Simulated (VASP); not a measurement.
# Pb (Fm-3m) in VASP: a series of runs, part 2 of 2

VASP 6.6.1. Earlier steps stand in the parts before.

## Step 4: Single point, PBE+D4

This run uses another cell than the first one, of 36.27 Å³/atom, 1.040 times its volume.

INCAR reads:

```
SYSTEM = Pb
  PREC = Accurate
  ENCUT = 520
  EDIFF = 1E-7
  ISMEAR = 0
  SIGMA = 0.05
  LREAL = .False.
  LASPH = .True.
  NELM = 100
  ALGO = Normal
  ISIF = 2
  LWAVE = .False.
  LCHARG = .True.
  GGA = PE
  IVDW = 13
  LELF = .True.
  LVHAR = .True.
  NBANDS = 13
```

KPOINTS reads:

```
regular mesh
0
Gamma
  9 9 9
  0 0 0
```

POSCAR reads:

```
Pb
1.0
    0.0000000000      2.6271756242      2.6271756242
    2.6271756242      0.0000000000      2.6271756242
    2.6271756242      2.6271756242      0.0000000000
Pb
1
Direct
    0.0000000000      0.0000000000      0.0000000000
```

Potentials or basis: VASP PAW PBE potentials, release 64 (Pb_d).

Run with:

```
> cat potpaw_PBE.64/Pb_d/POTCAR > POTCAR
> mpirun -np 1 vasp_std > vasp.out
```

OUTCAR:

```text
SYSTEM = Pb
   PREC = Accurate
   ENCUT = 520
   EDIFF = 1E-7
   ISMEAR = 0
   LREAL = .False.
   LASPH = .True.
   NELM = 100
   ISIF = 2
   GGA = PE
   IVDW = 13

 ion  position               nearest neighbor table
   1  0.000  0.000  0.000-

  LATTYP: Found a face centered cubic cell.
 ALAT       =     5.2543512484

  Lattice vectors:

 A1 = (   0.0000000000,   2.6271756242,   2.6271756242)
 A2 = (   2.6271756242,   0.0000000000,   2.6271756242)
 A3 = (   2.6271756242,   2.6271756242,   0.0000000000)

Analysis of symmetry for initial positions (statically):
[... 5 lines left out ...]
 face centered cubic supercell.

 Subroutine GETGRP returns: Found 48 space group operations
 (whereof 48 operations were pure point group operations)
 out of a pool of 48 trial point group operations.

The static configuration has the point symmetry O_h .

Analysis of symmetry for dynamics (positions and initial velocities):
[... 5 lines left out ...]
 face centered cubic supercell.

 Subroutine GETGRP returns: Found 48 space group operations
 (whereof 48 operations were pure point group operations)
 out of a pool of 48 trial point group operations.

The dynamic configuration has the point symmetry O_h .

 Subroutine INISYM returns: Found 48 space group operations
 (whereof 48 operations are pure point group operations),
 and found     1 'primitive' translations

----------------------------------------------------------------------------------------

                                     Primitive cell

  volume of cell :      36.2658

  direct lattice vectors                    reciprocal lattice vectors
     0.000000000  2.627175624  2.627175624    -0.190318453  0.190318453  0.190318453
     2.627175624  0.000000000  2.627175624     0.190318453 -0.190318453  0.190318453
     2.627175624  2.627175624  0.000000000     0.190318453  0.190318453 -0.190318453

  length of vectors
     3.715387398  3.715387398  3.715387398     0.329641230  0.329641230  0.329641230

  position of ions in fractional coordinates (direct lattice)
     0.000000000  0.000000000  0.000000000

  ion indices of the primitive-cell ions
[... 100 lines left out ...]
   LHFCALC =     F    Hartree Fock is set to
   AEXX    =    0.0000 exact exchange contribution
   IVDW    =    13    specifies the selected vdW correction
   LEPSILON=     F    determine dielectric tensor
   LRPA    =     F    only Hartree local field effects (RPA)
 non-spin polarized calculation
 Gauss-broadening in eV      SIGMA  =   0.05
  energy-cutoff  :      520.00
  volume of cell :       36.27
 maximum number of plane-waves:      1002
   NGX = 13   NGY = 13   NGZ = 13

 number of electron      14.0000002 magnetization

 Free energy of the ion-electron system (eV)
  ---------------------------------------------------
  ext. energy  EPLUGINS =         0.00000000
  ---------------------------------------------------
  free energy    TOTEN  =        -3.51965680 eV

  energy without entropy =       -3.51898903  energy(sigma->0) =       -3.51932291

 E-fermi :   5.4041     XC(G=0):  -9.3584

 val. band max:        5.1798361518   @ k =  -0.4444   0.3333   0.0000
 cond. band min:       5.4328064514   @ k =  -0.2222   0.3333   0.1111
 fundamental gap:      0.2529702996
 Fermi energy:         5.4040902158

 k-point     1 :       0.0000    0.0000    0.0000
  band No.  band energies     occupation
      1     -11.5617      2.00000
      2     -11.5617      2.00000
      3     -11.5617      2.00000
      4     -11.4828      2.00000
      5     -11.4828      2.00000
      6      -5.2345      2.00000
      7      11.5208      0.00000
      8      11.5208      0.00000
      9      11.5208      0.00000
     10      14.5906      0.00000
     11      15.0340      0.00000
     12      16.7051      0.00000
     13      16.7051      0.00000
[... 354 lines left out ...]
  band No.  band energies     occupation
      1     -11.6478      2.00000
      2     -11.5897      2.00000
      3     -11.4128      2.00000
      4     -11.3887      2.00000
      5     -11.3887      2.00000
      6      -1.7837      2.00000
      7       3.1638      2.00000
      8       7.3656      0.00000
      9       7.3656      0.00000
     10      10.4641      0.00000
     11      11.6393      0.00000
     12      22.6567      0.00000
     13      23.3648      0.00000

 [... further k-points ...]

------------------------ aborting loop because EDIFF is reached ----------------------------------------

  DFT-D4 for vdW energy calculation

  Edisp (eV):   -0.41948

  FORCE on cell =-STRESS in cart. coord.  units (eV):
  Direction    XX          YY          ZZ          XY          YZ          ZX
  --------------------------------------------------------------------------------------
  -------------------------------------------------------------------------------------
  Total      -1.20593    -1.20593    -1.20593     0.00000    -0.00000     0.00000
  in kB     -53.27630   -53.27630   -53.27630     0.00000    -0.00000     0.00000
  external pressure =      -53.28 kB  Pullay stress =        0.00 kB

 VOLUME and BASIS-vectors are now :
 -----------------------------------------------------------------------------
  energy-cutoff  :      520.00
  volume of cell :       36.27
      direct lattice vectors                 reciprocal lattice vectors
     0.000000000  2.627175624  2.627175624    -0.190318453  0.190318453  0.190318453
     2.627175624  0.000000000  2.627175624     0.190318453 -0.190318453  0.190318453
     2.627175624  2.627175624  0.000000000     0.190318453  0.190318453 -0.190318453

 POSITION                                       TOTAL-FORCE (eV/Angst)
 -----------------------------------------------------------------------------------
      0.00000      0.00000      0.00000         0.000000     -0.000000      0.000000
 -----------------------------------------------------------------------------------
    total drift:                               -0.000000     -0.000000     -0.000000

  FREE ENERGIE OF THE ION-ELECTRON SYSTEM (eV)
  ---------------------------------------------------
  free  energy   TOTEN  =        -3.9391336017 eV

  energy  without entropy=       -3.9384658312  energy(sigma->0) =       -3.93879972
```

OSZICAR:

```text
N       E                     dE             d eps       ncg     rms          rms(c)
DAV:   1     0.109910723832E+03    0.10991E+03   -0.70253E+03   910   0.120E+03
DAV:   2     0.219189749634E+01   -0.10772E+03   -0.10430E+03   955   0.307E+02
DAV:   3    -0.338440191717E+01   -0.55763E+01   -0.55608E+01  1138   0.763E+01
DAV:   4    -0.352055836581E+01   -0.13616E+00   -0.13612E+00  1132   0.131E+01
DAV:   5    -0.352657672741E+01   -0.60184E-02   -0.60182E-02  1311   0.255E+00    0.422E-01
DAV:   6    -0.352039062396E+01    0.61861E-02   -0.11761E-02  1152   0.171E+00    0.239E-01
DAV:   7    -0.351953296813E+01    0.85766E-03   -0.56513E-03  1175   0.110E+00    0.978E-02
DAV:   8    -0.351965458006E+01   -0.12161E-03   -0.51415E-04  1135   0.363E-01    0.129E-02
DAV:   9    -0.351965621433E+01   -0.16343E-05   -0.14618E-05  1184   0.626E-02    0.503E-03
DAV:  10    -0.351965678741E+01   -0.57308E-06   -0.26598E-06  1135   0.240E-02    0.322E-04
DAV:  11    -0.351965679833E+01   -0.10926E-07   -0.64627E-08   730   0.281E-03
   1 F= -.39391336E+01 E0= -.39387997E+01  d E =-.667771E-03
```

It took 12 s on 1 thread of Intel Xeon Platinum 8259CL at 2.50GHz (Skylake/Cascade Lake), shared host; peak memory 0.16 GiB.

What came out:

```yaml
Free_energy: -3.9391 eV
Pressure: -5.3 GPa
Band_gap_on_the_k_mesh: zero (band 7 reaches 11.52 eV, above the bottom of band 8 at 4.25 eV)
Dispersion_energy_per_atom: -0.419 eV
```

Caveat: spin-orbit coupling is left out, which moves the levels of the heavy elements; pairwise dispersion overbinds metals, which lowers pressure and volume.

## Step 5: Single point, PBE+D4

This run uses another cell than the first one, of 36.96 Å³/atom, 1.060 times its volume.

INCAR reads:

```
SYSTEM = Pb
PREC = Accurate
ENCUT = 520
EDIFF = 1E-6
ISMEAR = 0
SIGMA = 0.05
LREAL = .False.
LASPH = .True.
NELM = 60
ALGO = Normal
ISIF = 2
LWAVE = .False.
LCHARG = .False.
GGA = PE
IVDW = 13
NBANDS = 13
```

KPOINTS reads:

```
Automatic mesh
0
Gamma
  9 9 9
  0 0 0
```

POSCAR reads:

```
Pb
1.0
    0.0000000000      2.6439096780      2.6439096780
    2.6439096780      0.0000000000      2.6439096780
    2.6439096780      2.6439096780      0.0000000000
Pb
1
Direct
    0.0000000000      0.0000000000      0.0000000000
```

Potentials or basis: VASP PAW PBE potentials, release 64 (Pb_d).

Run with:

```
> cat potpaw_PBE.64/Pb_d/POTCAR > POTCAR
> mpirun -np 1 vasp_std > vasp.out
```

OUTCAR:

```text
SYSTEM = Pb
   PREC = Accurate
   ENCUT = 520
   EDIFF = 1E-6
   ISMEAR = 0
   LREAL = .False.
   LASPH = .True.
   NELM = 60
   ISIF = 2
   GGA = PE
   IVDW = 13

 ion  position               nearest neighbor table
   1  0.000  0.000  0.000-

  LATTYP: Found a face centered cubic cell.
 ALAT       =     5.2878193560

  Lattice vectors:

 A1 = (   0.0000000000,   2.6439096780,   2.6439096780)
 A2 = (   2.6439096780,   0.0000000000,   2.6439096780)
 A3 = (   2.6439096780,   2.6439096780,   0.0000000000)

Analysis of symmetry for initial positions (statically):
[... 5 lines left out ...]
 face centered cubic supercell.

 Subroutine GETGRP returns: Found 48 space group operations
 (whereof 48 operations were pure point group operations)
 out of a pool of 48 trial point group operations.

The static configuration has the point symmetry O_h .

Analysis of symmetry for dynamics (positions and initial velocities):
[... 5 lines left out ...]
 face centered cubic supercell.

 Subroutine GETGRP returns: Found 48 space group operations
 (whereof 48 operations were pure point group operations)
 out of a pool of 48 trial point group operations.

The dynamic configuration has the point symmetry O_h .

 Subroutine INISYM returns: Found 48 space group operations
 (whereof 48 operations are pure point group operations),
 and found     1 'primitive' translations

----------------------------------------------------------------------------------------

                                     Primitive cell

  volume of cell :      36.9632

  direct lattice vectors                    reciprocal lattice vectors
     0.000000000  2.643909678  2.643909678    -0.189113873  0.189113873  0.189113873
     2.643909678  0.000000000  2.643909678     0.189113873 -0.189113873  0.189113873
     2.643909678  2.643909678  0.000000000     0.189113873  0.189113873 -0.189113873

  length of vectors
     3.739052924  3.739052924  3.739052924     0.327554837  0.327554837  0.327554837

  position of ions in fractional coordinates (direct lattice)
     0.000000000  0.000000000  0.000000000

  ion indices of the primitive-cell ions
[... 100 lines left out ...]
   LHFCALC =     F    Hartree Fock is set to
   AEXX    =    0.0000 exact exchange contribution
   IVDW    =    13    specifies the selected vdW correction
   LEPSILON=     F    determine dielectric tensor
   LRPA    =     F    only Hartree local field effects (RPA)
 non-spin polarized calculation
 Gauss-broadening in eV      SIGMA  =   0.05
  energy-cutoff  :      520.00
  volume of cell :       36.96
 maximum number of plane-waves:      1018
   NGX = 13   NGY = 13   NGZ = 13

 number of electron      14.0000004 magnetization

 Free energy of the ion-electron system (eV)
  ---------------------------------------------------
  ext. energy  EPLUGINS =         0.00000000
  ---------------------------------------------------
  free energy    TOTEN  =        -3.50167265 eV

  energy without entropy =       -3.50100488  energy(sigma->0) =       -3.50133876

 E-fermi :   5.2394     XC(G=0):  -9.2741

 val. band max:        5.0211637189   @ k =  -0.4444   0.3333   0.0000
 cond. band min:       5.2681322491   @ k =  -0.2222   0.3333   0.1111
 fundamental gap:      0.2469685301
 Fermi energy:         5.2394160132

 k-point     1 :       0.0000    0.0000    0.0000
  band No.  band energies     occupation
      1     -11.7377      2.00000
      2     -11.7377      2.00000
      3     -11.7377      2.00000
      4     -11.6637      2.00000
      5     -11.6637      2.00000
      6      -5.3125      2.00000
      7      11.2111      0.00000
      8      11.2111      0.00000
      9      11.2111      0.00000
     10      14.1957      0.00000
     11      14.8324      0.00000
     12      16.4091      0.00000
     13      16.4091      0.00000
[... 354 lines left out ...]
  band No.  band energies     occupation
      1     -11.8182      2.00000
      2     -11.7631      2.00000
      3     -11.5976      2.00000
      4     -11.5748      2.00000
      5     -11.5748      2.00000
      6      -1.9730      2.00000
      7       3.0323      2.00000
      8       7.1637      0.00000
      9       7.1637      0.00000
     10      10.2459      0.00000
     11      11.4160      0.00000
     12      22.3669      0.00000
     13      22.9784      0.00000

 [... further k-points ...]

------------------------ aborting loop because EDIFF is reached ----------------------------------------

  DFT-D4 for vdW energy calculation

  Edisp (eV):   -0.41791

  FORCE on cell =-STRESS in cart. coord.  units (eV):
  Direction    XX          YY          ZZ          XY          YZ          ZX
  --------------------------------------------------------------------------------------
  -------------------------------------------------------------------------------------
  Total      -0.81800    -0.81800    -0.81800    -0.00000     0.00000     0.00000
  in kB     -35.45655   -35.45655   -35.45655    -0.00000     0.00000     0.00000
  external pressure =      -35.46 kB  Pullay stress =        0.00 kB

 VOLUME and BASIS-vectors are now :
 -----------------------------------------------------------------------------
  energy-cutoff  :      520.00
  volume of cell :       36.96
      direct lattice vectors                 reciprocal lattice vectors
     0.000000000  2.643909678  2.643909678    -0.189113873  0.189113873  0.189113873
     2.643909678  0.000000000  2.643909678     0.189113873 -0.189113873  0.189113873
     2.643909678  2.643909678  0.000000000     0.189113873  0.189113873 -0.189113873

 POSITION                                       TOTAL-FORCE (eV/Angst)
 -----------------------------------------------------------------------------------
      0.00000      0.00000      0.00000         0.000000     -0.000000      0.000000
 -----------------------------------------------------------------------------------
    total drift:                               -0.000000     -0.000000     -0.000000

  FREE ENERGIE OF THE ION-ELECTRON SYSTEM (eV)
  ---------------------------------------------------
  free  energy   TOTEN  =        -3.9195828340 eV

  energy  without entropy=       -3.9189150635  energy(sigma->0) =       -3.91924895
```

stdout:

```text
POSCAR found type information on POSCAR Pb
 POSCAR found :  1 types and       1 ions
 scaLAPACK will be used
 LDA part: xc-table for (Slater+PW92), standard interpolation
 POSCAR, INCAR and KPOINTS ok, starting setup
 FFT: planning ... GRIDC
 FFT: planning ... GRID_SOFT
 FFT: planning ... GRID
 WAVECAR not read
 entering main loop
```

It took 11 s on 1 thread of Intel Xeon Platinum 8259CL at 2.50GHz (Skylake/Cascade Lake), shared host; peak memory 0.16 GiB.

What came out:

| Property | Result |
| --- | --- |
| Free energy | -3.9196 eV |
| Pressure | -3.5 GPa |
| Band gap on the k mesh | zero (band 7 reaches 11.21 eV, above the bottom of band 8 at 4.11 eV) |
| Dispersion energy per atom | -0.418 eV |

Caveat: spin-orbit coupling is left out, which moves the levels of the heavy elements; pairwise dispersion overbinds metals, which lowers pressure and volume.

## Step 6: Overview

```csv
cell,gap on the mesh (eV),pressure (GPa)
"a = 3.667 Å, angles 60.0°, 1 atom",none,3.1
"a = 3.691 Å, angles 60.0°, 1 atom",none,-4.9
"a = 3.715 Å, angles 60.0°, 1 atom",none,-5.3
"a = 3.739 Å, angles 60.0°, 1 atom",none,-3.5
```

Alike in all rows: task single point; level PBE+D4; potentials or basis VASP PAW PBE potentials, release 64 (Pb_d); no spin polarisation; k mesh 9 × 9 × 9; cutoff (eV) 520; smearing gaussian 0.05 eV.

Caveats: spin-orbit coupling is left out, which moves the levels of the heavy elements; pairwise dispersion overbinds metals, which lowers pressure and volume.

Total energies depend on the potentials used, so only differences within one code and one set of settings carry meaning.
